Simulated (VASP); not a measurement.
A run of VASP 6.6.1 is set up as follows.

Contents of INCAR:

```
PREC = Accurate ; ENCUT = 520
EDIFF = 1E-6 ; ISMEAR = -1
SIGMA = 0.05 ; LREAL = False
LASPH = True ; NELM = 150
ALGO = Normal ; ISIF = 2
LWAVE = False ; LCHARG = False
ISPIN = 2 ; MAGMOM = 1
LORBIT = 11 ; NUPDOWN = 1.0
LMAXMIX = 4 ; GGA = PE
NBANDS = 17
```

Contents of KPOINTS:

```
Automatic mesh
0
Gamma
  17 17 17
```

Contents of POSCAR:

```
Mo
1.0
   -1.5734150000      1.5734150000      1.5734150000
    1.5734150000     -1.5734150000      1.5734150000
    1.5734150000      1.5734150000     -1.5734150000
Mo
1
Direct
    0.0000000000      0.0000000000      0.0000000000
```

Potentials or basis: VASP PAW PBE potentials, release 64 (Mo_sv).

Run with:

```sh
$ cat potpaw_PBE.64/Mo_sv/POTCAR > POTCAR
$ mpirun -np 1 vasp_std > vasp.out
```

(1) What does it give for the pressure?

Results:

(1) 9.7 GPa.

Caveat: the total moment is fixed, so each spin has its own Fermi level.
